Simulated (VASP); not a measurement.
# Co (Fm-3m) in VASP: further runs

The runs below take Co through single point, with PBE, PBEsol, r2SCAN.

Program: VASP 6.6.1. These are calculated values, not measurements. Logs are shortened: lines on timing, memory, paths and dates and some standing lists are left out, and cuts for length are marked.

### Step 1. The cell of the first run

The structure is cubic, space group Fm-3m (No. 225). Conventional cell: a = 3.520 Å, b = 3.520 Å, c = 3.520 Å, α = 90.00°, β = 90.00°, γ = 90.00°. Within 3.3 Å of Co (site symmetry m-3m) lie 12 Co at 2.49 Å.

This isn't the form of Co at room conditions, which is hcp.

### Step 2. Single point, PBE, collinear spin, ferromagnetic start

The input, INCAR:

```
SYSTEM = Co
  PREC = Accurate
  ENCUT = 520
  EDIFF = 1E-6
  ISMEAR = 0
  SIGMA = 0.1
  LREAL = .False.
  LASPH = .True.
  NELM = 150
  ALGO = Fast
  ISIF = 2
  LWAVE = .False.
  LCHARG = .False.
  ISPIN = 2
  MAGMOM = 1.94
  LORBIT = 11
  LMAXMIX = 4
  GGA = PE
  NBANDS = 14
```

The input, KPOINTS:

```
regular mesh
0
Gamma
  20 20 20
  0 0 0
```

The input, POSCAR:

```
Co
1.0
    0.0000000000      1.7601741092      1.7601741092
    1.7601741092      0.0000000000      1.7601741092
    1.7601741092      1.7601741092      0.0000000000
Co
1
Direct
    0.0000000000      0.0000000000      0.0000000000
```

Potentials or basis: VASP PAW PBE potentials, release 64 (Co).

Started as:

```
$ cat potpaw_PBE.64/Co/POTCAR > POTCAR
$ mpirun -np 1 vasp_std > vasp.out
```

OUTCAR:

```text
SYSTEM = Co
   PREC = Accurate
   ENCUT = 520
   EDIFF = 1E-6
   ISMEAR = 0
   LREAL = .False.
   LASPH = .True.
   NELM = 150
   ISIF = 2
   ISPIN = 2
   LORBIT = 11
   GGA = PE

 ion  position               nearest neighbor table
   1  0.000  0.000  0.000-

  LATTYP: Found a face centered cubic cell.
 ALAT       =     3.5203482184

  Lattice vectors:

 A1 = (   0.0000000000,   1.7601741092,   1.7601741092)
 A2 = (   1.7601741092,   0.0000000000,   1.7601741092)
 A3 = (   1.7601741092,   1.7601741092,   0.0000000000)

Analysis of symmetry for initial positions (statically):
=====================================================================
 Subroutine PRICEL returns:
 Original cell was already a primitive cell.

 Routine SETGRP: Setting up the symmetry group for a
 face centered cubic supercell.

 Subroutine GETGRP returns: Found 48 space group operations
 (whereof 48 operations were pure point group operations)
 out of a pool of 48 trial point group operations.

The static configuration has the point symmetry O_h .

Analysis of symmetry for dynamics (positions and initial velocities):
=====================================================================
 Subroutine PRICEL returns:
 Original cell was already a primitive cell.

 Routine SETGRP: Setting up the symmetry group for a
 face centered cubic supercell.

 Subroutine GETGRP returns: Found 48 space group operations
 (whereof 48 operations were pure point group operations)
 out of a pool of 48 trial point group operations.

The dynamic configuration has the point symmetry O_h .

Analysis of structural, dynamic, and magnetic symmetry:
=====================================================================
 Subroutine PRICEL returns:
 Original cell was already a primitive cell.

 Routine SETGRP: Setting up the symmetry group for a
 face centered cubic supercell.

 Subroutine GETGRP returns: Found 48 space group operations
 (whereof 48 operations were pure point group operations)
 out of a pool of 48 trial point group operations.

The overall configuration has the point symmetry O_h .

 Subroutine INISYM returns: Found 48 space group operations
 (whereof 48 operations are pure point group operations),
 and found     1 'primitive' translations

----------------------------------------------------------------------------------------

                                     Primitive cell

  volume of cell :      10.9068

  direct lattice vectors                    reciprocal lattice vectors
     0.000000000  1.760174109  1.760174109    -0.284062808  0.284062808  0.284062808
     1.760174109  0.000000000  1.760174109     0.284062808 -0.284062808  0.284062808
     1.760174109  1.760174109  0.000000000     0.284062808  0.284062808 -0.284062808

  length of vectors
     2.489262097  2.489262097  2.489262097     0.492011216  0.492011216  0.492011216

  position of ions in fractional coordinates (direct lattice)
     0.000000000  0.000000000  0.000000000

  ion indices of the primitive-cell ions
   primitive index   ion index
                 1           1

----------------------------------------------------------------------------------------

 KPOINTS: regular mesh

Automatic generation of k-mesh.
 Grid dimensions read from file:
 generate k-points for:   20   20   20

 Generating k-lattice:

  Cartesian coordinates                     Fractional coordinates (reciprocal lattice)
    -0.014203140  0.014203140  0.014203140     0.050000000  0.000000000  0.000000000
     0.014203140 -0.014203140  0.014203140     0.000000000  0.050000000  0.000000000
     0.014203140  0.014203140 -0.014203140     0.000000000  0.000000000  0.050000000

  Length of vectors
     0.024600561  0.024600561  0.024600561

  Shift w.r.t. Gamma in fractional coordinates (k-lattice)
     0.000000000  0.000000000  0.000000000

 Subroutine IBZKPT returns following result:
 ===========================================

 Found    256 irreducible k-points:

 Following reciprocal coordinates:
            Coordinates               Weight
  0.000000  0.000000  0.000000      1.000000
  0.050000  0.000000  0.000000      8.000000
  0.100000  0.000000  0.000000      8.000000
  0.150000  0.000000  0.000000      8.000000
  0.200000  0.000000  0.000000      8.000000
  0.250000  0.000000  0.000000      8.000000
[... 16 lines left out ...]
 -0.400000  0.050000  0.000000     24.000000
 -0.350000  0.050000  0.000000     24.000000
 [... further k-points ...]
   k-points           NKPTS =    256   k-points in BZ     NKDIM =    256   number of bands    NBANDS=     14
   number of dos      NEDOS =    301   number of ions     NIONS =      1
   total plane-waves  NPLWV =   8000
   dimension x,y,z NGX =    20 NGY =   20 NGZ =   20
   dimension x,y,z NGXF=    40 NGYF=   40 NGZF=   40
   ions per type =               1
   NGX,Y,Z   is equivalent  to a cutoff of  13.36, 13.36, 13.36 a.u.
   NGXF,Y,Z  is equivalent  to a cutoff of  26.71, 26.71, 26.71 a.u.
 SYSTEM =  Co
   PREC   = accura    normal or accurate (medium, high low for compatibility)
   ISTART =      0    job   : 0-new  1-cont  2-samecut
   ICHARG =      2    charge: 1-file 2-atom 10-const
   ISPIN  =      2    spin polarized calculation?
   LNONCOLLINEAR =      F non collinear calculations
   LSORBIT =      F    spin-orbit coupling
   LASPH  =      T    aspherical Exc in radial PAW
   ENCUT  =  520.0 eV  38.22 Ry    6.18 a.u.   4.63  4.63  4.63*2*pi/ulx,y,z
   NELM   =    150;   NELMIN=  2; NELMDL= -5     # of ELM steps
   EDIFF  = 0.1E-05   stopping-criterion for ELM
   LREAL  =      F    real-space projection
   EDIFFG = 0.1E-04   stopping-criterion for IOM
   NSW    =      0    number of steps for IOM
   IBRION =     -1    ionic relax: 0-MD 1-quasi-New 2-CG
   NFREE  =      0    steps in history (QN), initial steepest desc. (CG)
   ISIF   =      2    stress and relaxation
   ISYM   =      2    0-nonsym 1-usesym 2-fastsym
   POTIM  = 0.5000    time-step for ionic-motion
   TEBEG  =    0.0;   TEEND  =   0.0 temperature during run
   PSTRESS=    0.0 pullay stress
   NELECT =       9.0000    total number of electrons
   NUPDOWN=      -1.0000    fix difference up-down
   EMIN   =  10.00;   EMAX   =-10.00  energy-range for DOS
   EFERMI =   0.00;   METHOD = LEGACY
   ISMEAR =     0;   SIGMA  =   0.10  broadening in eV -4-tet -1-fermi 0-gaus
   EFERMI_NEDOS =   21; number of points for ismear=-14 and -15
   IALGO  =     68    algorithm
   IMIX   =      4    mixing-type and parameters
     AMIX     =   0.40;   BMIX     =  1.00
     AMIX_MAG =   1.60;   BMIX_MAG =  1.00
  volume/ion in A,a.u.               =      10.91        73.60
  Fermi-wavevector in a.u.,A,eV,Ry     =   1.535524  2.901720 32.080293  2.357835
  Thomas-Fermi vector in A             =   2.642301
   LORBIT       =     11    0 simple, 1 ext, 2 COOP (PROOUT), +10 PAW based schemes
   GGA     = PE    functional components
   LHFCALC =     F    Hartree Fock is set to
   AEXX    =    0.0000 exact exchange contribution
   IVDW    =     0    specifies the selected vdW correction
   LEPSILON=     F    determine dielectric tensor
   LRPA    =     F    only Hartree local field effects (RPA)
 spin polarized calculation
 RMM-DIIS sequential band-by-band and
 Gauss-broadening in eV      SIGMA  =   0.10
  energy-cutoff  :      520.00
  volume of cell :       10.91
 maximum number of plane-waves:       305
   NGX =  9   NGY =  9   NGZ =  9

 number of electron       8.9999997 magnetization       1.6359219

 Free energy of the ion-electron system (eV)
  ---------------------------------------------------
  ext. energy  EPLUGINS =         0.00000000
  ---------------------------------------------------
  free energy    TOTEN  =        -7.02239314 eV

  energy without entropy =       -7.01641791  energy(sigma->0) =       -7.01940553

 E-fermi :  10.2835     XC(G=0): -13.3737

 val. band max:       10.2795126191   @ k =   0.3000   0.2000   0.0500
 cond. band min:      10.2878406765   @ k =   0.3500   0.2000   0.1000
 fundamental gap:      0.0083280574
 Fermi energy:        10.2835142016

 spin component 1

 k-point     1 :       0.0000    0.0000    0.0000
  band No.  band energies     occupation
      1       1.2946      1.00000
      2       7.5709      1.00000
      3       7.5709      1.00000
      4       7.5709      1.00000
      5       8.5967      1.00000
      6       8.5967      1.00000
      7      33.2752      0.00000
      8      37.5794      0.00000
      9      37.5794      0.00000
     10      37.5794      0.00000
     11      40.7620      0.00000
     12      40.7620      0.00000
     13      40.7620      0.00000
     14      43.3843      0.00000
[... 375 lines left out ...]
 k-point    24 :      -0.3500    0.0500    0.0000
  band No.  band energies     occupation
      1       4.8862      1.00000
      2       7.5264      1.00000
      3       7.5784      1.00000
      4       7.9873      1.00000
      5       9.1209      1.00000
      6       9.5290      1.00000
      7      19.7373      0.00000
      8      31.6365      0.00000
      9      34.2020      0.00000
     10      36.3655      0.00000
     11      37.9978      0.00000
     12      39.8018      0.00000
     13      44.1952      0.00000
     14      50.6374      0.00000

 [... further k-points ...]

 spin component 2

 k-point     1 :       0.0000    0.0000    0.0000
  band No.  band energies     occupation
      1       1.3102      1.00000
      2       9.1408      1.00000
      3       9.1408      1.00000
      4       9.1408      1.00000
      5      10.5894      0.00001
      6      10.5894      0.00001
      7      32.9553      0.00000
      8      37.7366      0.00000
      9      37.7366      0.00000
     10      37.7366      0.00000
     11      41.0621      0.00000
     12      41.0621      0.00000
     13      41.0621      0.00000
     14      42.9694      0.00000
[... 375 lines left out ...]
 k-point    24 :      -0.3500    0.0500    0.0000
  band No.  band energies     occupation
      1       5.4087      1.00000
      2       8.7678      1.00000
      3       9.2167      1.00000
      4       9.2887      1.00000
      5      10.9909      0.00000
      6      11.3375      0.00000
      7      20.3880      0.00000
      8      31.5459      0.00000
      9      34.3924      0.00000
     10      36.7213      0.00000
     11      38.2711      0.00000
     12      40.0142      0.00000
     13      44.4286      0.00000
     14      51.0926      0.00000

 [... further k-points ...]

------------------------ aborting loop because EDIFF is reached ----------------------------------------

  FORCE on cell =-STRESS in cart. coord.  units (eV):
  Direction    XX          YY          ZZ          XY          YZ          ZX
  --------------------------------------------------------------------------------------
  -------------------------------------------------------------------------------------
  Total       -0.0517497     -0.0517497     -0.0517497      0.0000000      0.0000000      0.0000000
  in kB       -7.6018926     -7.6018926     -7.6018926      0.0000000      0.0000000      0.0000000
  external PRESSURE =      -7.6018926 kB  Pullay stress =       0.0000000 kB

 VOLUME and BASIS-vectors are now :
 -----------------------------------------------------------------------------
  energy-cutoff  :      520.00
  volume of cell :       10.91
      direct lattice vectors                 reciprocal lattice vectors
     0.000000000  1.760174109  1.760174109    -0.284062808  0.284062808  0.284062808
     1.760174109  0.000000000  1.760174109     0.284062808 -0.284062808  0.284062808
     1.760174109  1.760174109  0.000000000     0.284062808  0.284062808 -0.284062808

 POSITION                                       TOTAL-FORCE (eV/Angst)
 -----------------------------------------------------------------------------------
      0.00000      0.00000      0.00000         0.000000      0.000000     -0.000000
 -----------------------------------------------------------------------------------
    total drift:                               -0.000000     -0.000000     -0.000000

  FREE ENERGIE OF THE ION-ELECTRON SYSTEM (eV)
  ---------------------------------------------------
  free  energy   TOTEN  =        -7.0223931411 eV

  energy  without entropy=       -7.0164179141  energy(sigma->0) =       -7.01940553

 total charge

# of ion       s       p       d       tot
------------------------------------------
    1        0.488   0.519   7.255   8.262

 magnetization (x)

# of ion       s       p       d       tot
------------------------------------------
    1       -0.013  -0.049   1.715   1.654
```

Run time: 48 s. Hardware: 1 thread of AMD EPYC 9R45 (Zen 5), shared host; peak memory 0.15 GiB.

Results:

```
Free energy                                           : -7.0224 eV
Pressure                                              : -0.8 GPa
Net moment                                            : 1.64 μB per cell
Site moments                                          : Co +1.65 μB
Valence electrons inside the program's atomic spheres : Co 8.26
```

(Continued in part 2 of 2.)
